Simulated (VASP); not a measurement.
Input of a VASP 6.6.1 run:

The input INCAR:

```
PREC = Accurate ; ENCUT = 520
EDIFF = 1E-6 ; ISMEAR = -1
SIGMA = 0.05 ; LREAL = F
LASPH = T ; NELM = 100
ALGO = Normal ; ISIF = 2
LWAVE = F ; LCHARG = T
GGA = PE ; LELF = T
LVHAR = T ; NBANDS = 13
```

Contents of KPOINTS:

```
Automatic mesh
0
Gamma
  12 12 12
```

Contents of POSCAR:

```
Mo
1.0
   -1.5314023022      1.5314023022      1.5314023022
    1.5314023022     -1.5314023022      1.5314023022
    1.5314023022      1.5314023022     -1.5314023022
Mo
1
Direct
    0.0000000000      0.0000000000      0.0000000000
```

Potentials or basis: VASP PAW PBE potentials, release 64 (Mo_sv).

The run is started by

```bash
$ cat potpaw_PBE.64/Mo_sv/POTCAR > POTCAR
$ mpirun -np 1 vasp_std > vasp.out
```

Question: Estimate the pressure.

Answer: 30.8 GPa.

Question: Estimate the band gap on the k mesh.

Answer: Zero (band 7 reaches 18.48 eV, above the bottom of band 8 at 12.46 eV).
